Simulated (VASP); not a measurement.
A run of VASP 6.6.1 is set up as follows.

File POSCAR:

```
TeOs
1.0
    0.0000000000      2.9300170362      2.9300170362
    2.9300170362      0.0000000000      2.9300170362
    2.9300170362      2.9300170362      0.0000000000
Os Te
1 1
Direct
    0.0000000000      0.0000000000      0.0000000000
    0.2500000000      0.2500000000      0.2500000000
```

The input INCAR.step1:

```
SYSTEM = TeOs
PREC = Accurate ; ENCUT = 520
ISMEAR = 0 ; SIGMA = 0.05
LREAL = .FALSE. ; LASPH = .TRUE.
NELM = 150 ; ISPIN = 2
MAGMOM = 0.05 0 ; LMAXMIX = 4
NBANDS = 18 ; GGA = PE
ALGO = Normal ; EDIFF = 1E-4
LWAVE = .TRUE. ; LCHARG = .FALSE.
```

The input INCAR.step2:

```
SYSTEM = TeOs
PREC = Accurate ; ENCUT = 520
EDIFF = 1E-7 ; ISMEAR = 0
SIGMA = 0.05 ; LREAL = .FALSE.
LASPH = .TRUE. ; NELM = 150
ALGO = Normal ; ISIF = 2
LWAVE = .FALSE. ; LCHARG = .FALSE.
ISPIN = 2 ; MAGMOM = 0.05 0
LORBIT = 11 ; LMAXMIX = 4
METAGGA = R2SCAN ; LMIXTAU = .TRUE.
NBANDS = 18 ; ISTART = 1
```

Contents of KPOINTS:

```
regular mesh
0
G
  10 10 10
  0 0 0
```

Potentials or basis: VASP PAW PBE potentials, release 64 (Os, Te).

Launch:

```sh
$ cat potpaw_PBE.64/Os/POTCAR potpaw_PBE.64/Te/POTCAR > POTCAR
$ cp INCAR.step1 INCAR
$ mpirun -np 1 vasp_std > vasp.out
$ cp INCAR.step2 INCAR
$ mpirun -np 1 vasp_std > vasp.out
```

(1) What does it give for the net moment?

(2) What does it give for the pressure?

## Answers

(1) 0.00 μB per cell.

(2) 0.0 GPa.

Caveat: the PAW data sets were made with another functional, which shifts forces and pressure a little.
